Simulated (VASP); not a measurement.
Here is a VASP 6.6.1 calculation.

The input INCAR:

```
PREC = Accurate ; ENCUT = 520
EDIFF = 1E-6 ; ISMEAR = 0
SIGMA = 0.05 ; LREAL = F
LASPH = T ; NELM = 60
ALGO = Normal ; ISIF = 2
LWAVE = F ; LCHARG = F
GGA = PE ; NBANDS = 26
```

Contents of KPOINTS:

```
Automatic mesh
0
Gamma
  9 9 9
```

File POSCAR:

```
GaP
1.0
    1.9079036617      1.1015286926      5.6030042800
   -1.9079036617      1.1015286926      5.6030042800
    0.0000000000     -2.2030573853      5.6030042800
Ga P
2 2
Direct
    0.4355841032      0.4355841032      0.4355841032
    0.5644158968      0.5644158968      0.5644158968
    0.0575077006      0.0575077006      0.0575077006
    0.9424922994      0.9424922994      0.9424922994
```

Potentials or basis: VASP PAW PBE potentials, release 64 (Ga_d, P).

Run with:

```console
$ cat potpaw_PBE.64/Ga_d/POTCAR potpaw_PBE.64/P/POTCAR > POTCAR
$ mpirun -np 1 vasp_std > vasp.out
```

(1) Estimate the pressure.

(2) Estimate the band gap on the k mesh.

Answers

(1) 22.6 GPa.

(2) 0.49 eV (least direct gap 0.55 eV).

Caveat: the cell stands under pressure; an odd mesh through Γ misses points on the zone boundary, where band edges can lie; forces of over 1 eV/Å act on the atoms, so gaps and moduli don't describe the material at rest.
